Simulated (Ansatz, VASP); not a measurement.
TaVN2 in VASP and in Ansatz

File INCAR:

```
PREC = Accurate
ENCUT = 600
EDIFF = 1E-6
ISMEAR = -1
SIGMA = 0.05
LREAL = F
LASPH = T
NELM = 150
ALGO = Normal
ISIF = 3
LWAVE = F
LCHARG = F
ISPIN = 2
MAGMOM = 0 2 0 0
LORBIT = 11
LMAXMIX = 4
GGA = CA
IBRION = 2
NSW = 60
EDIFFG = -0.01
```

Contents of KPOINTS:

```
regular mesh
0
Gamma
  9 9 6
```

Contents of POSCAR:

```
TaVN2
1.0
    3.0498670000      0.0000000000      0.0000000000
    0.0000000000      3.0498670000      0.0000000000
    0.0000000000      0.0000000000      4.2960620000
Ta V N
1 1 2
Direct
    0.0000000000      0.0000000000      0.0000000000
    0.5000000000      0.5000000000      0.5000000000
    0.5000000000      0.5000000000      0.0000000000
    0.0000000000      0.0000000000      0.5000000000
```

Contents of input.yaml:

```yaml
crystal:
  lattice:
    - [3.049867, 0.0, 0.0]
    - [0.0, 3.049867, 0.0]
    - [0.0, 0.0, 4.296062]
  atoms:
    - { symbol: Ta, position: [0.0, 0.0, 0.0] }
    - { symbol: V, position: [0.5, 0.5, 0.5], spin: 2.0 }
    - { symbol: "N", position: [0.5, 0.5, 0.0] }
    - { symbol: "N", position: [0.0, 0.0, 0.5] }
hamiltonian:
  xc: lda
  pseudopotentials: { kind: paw }
magnetization:
  spin_polarized: true
kpoints:
  mp_grid: { grid: [9, 9, 6] }
scf:
  occupations: { method: fermi_dirac, width: 0.05 }
output:
  forces: true
  stress: true
  eigenvalues: true
relax:
  f_tol: 0.01
  max_steps: 40
  cell: { stress_tol: 0.05 }
```

Alike in both runs: task relaxation of cell and atoms; functional LDA; k mesh 9 × 9 × 6; occupations fermi-dirac, width 0.05 eV; collinear spin.

```csv
,VASP,Ansatz
version,VASP 6.6.1,Ansatz 0.2.0
potentials or method,"VASP PAW LDA potentials, release 64 (Ta_pv, V_sv, N)",Ansatz PAW
plane-wave cutoff (eV),600,420
valence electrons in the cell,34,36
```

|  | VASP | Ansatz | Ansatz less VASP |
| --- | --- | --- | --- |
| gap on the k mesh at the Fermi level, each at its own relaxed structure (eV) | none | none | - |
| net moment per atom (μB) | 0.00 | 0.00 | 0.000 |
| relaxed volume (Å³/atom) | 9.45 | 9.41 | -0.043 |
| relaxed length of the cell vector where the two differ most in proportion (Å) | 4.206 | 4.200 | -0.0064 |

LDA's correlation is that of Perdew and Zunger in VASP and of Perdew and Wang (1992) in Ansatz. A gap of «none» marks a metal or a gap that the smearing closes. VASP's potentials hold 34 valence electrons a cell and Ansatz's 36, so a difference there can come from the potentials and not from the codes.

Neither program's run includes spin-orbit coupling. Noted on Ansatz's run: the plane-wave basis is chosen anew once the cell has moved, so the energies of steps on either side of that aren't comparable.
